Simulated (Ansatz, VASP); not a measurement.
Two plane-wave programs on Ag

```
Ag
1.0
     2.99237    0.00000    0.00000
    -1.49618    2.59146    0.00000
     0.00000    0.00000    9.18298
Ag
4
Direct
  0.33333 0.66667 0.25000
  0.66667 0.33333 0.75000
  0.00000 0.00000 0.00000
  0.00000 0.00000 0.50000
```

Change from the starting cell: strain +0.030 along x and y, -0.030 along z, atoms carried along.

Alike in both runs: task single point; functional r2SCAN; k mesh 18 × 18 × 6; occupations gaussian, width 0.15 eV; no spin polarisation.

|  | VASP | Ansatz |
| --- | --- | --- |
| version | VASP 6.6.1 | Ansatz 0.2.0 |
| potentials or method | VASP PAW PBE potentials, release 64 (Ag), cutoff 520 eV | scalar-relativistic, plane waves, PAW |
| valence electrons in the cell | 44 | 76 |

|  | VASP | Ansatz | Ansatz less VASP |
| --- | --- | --- | --- |
| gap on the k mesh at the Fermi level (eV) | none | none | - |
| pressure (GPa) | -2.2 | -2.3 | -0.10 |
| traceless stress, the component that is largest in VASP (GPa) | 3.36 | 3.31 | -0.049 |

VASP's potentials were made for PBE, not for r2SCAN. A gap of «none» marks a metal or a gap that the smearing closes. VASP's potentials hold 44 valence electrons a cell and Ansatz's 76, so a difference there can come from the potentials and not from the codes.
